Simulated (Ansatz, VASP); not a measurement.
# Two plane-wave programs on HC6

```
CELL_PARAMETERS angstrom
4.88891 0.00000 0.00000
-1.22223 8.78428 0.00000
0.00000 0.00000 22.74730
ATOMIC_POSITIONS crystal
C 0.01936 0.07744 0.17585
C 0.51936 0.07744 0.17585
C 0.27420 0.09680 0.20595
C 0.77420 0.09680 0.20595
C 0.28388 0.13552 0.26617
C 0.78388 0.13552 0.26617
C 0.03862 0.15447 0.29549
C 0.53862 0.15447 0.29549
C 0.04882 0.19529 0.35836
C 0.54882 0.19529 0.35836
C 0.30311 0.21243 0.38454
C 0.80311 0.21243 0.38454
H 0.04882 0.15300 0.49884
H 0.04882 0.23757 0.49884
```

Alike in both runs: task single point; functional LDA; k mesh 6 × 3 × 1; occupations gaussian, width 0.1 eV; no spin polarisation.

|  | VASP | Ansatz |
| --- | --- | --- |
| version | VASP 6.6.1 | Ansatz 0.2.0 |
| potentials or method | VASP PAW LDA potentials, release 64 (C, H), cutoff 520 eV | scalar-relativistic, plane waves, PAW |
| valence electrons in the cell | 50 | 50 |

```csv
,VASP,Ansatz,Ansatz less VASP
gap on the k mesh at the Fermi level (eV),0.07,0.07,-0.002
least direct gap on the mesh (eV),0.07,0.07,-0.002
rms of the force components (eV/Å),0.900,0.907,+0.0075
```

Ansatz warns that its potentials were made for another functional, while VASP's fit it. LDA's correlation is that of Perdew and Zunger in VASP and of Perdew and Wang (1992) in Ansatz. Atom by atom the forces differ by 0.024 eV/Å (rms over components).
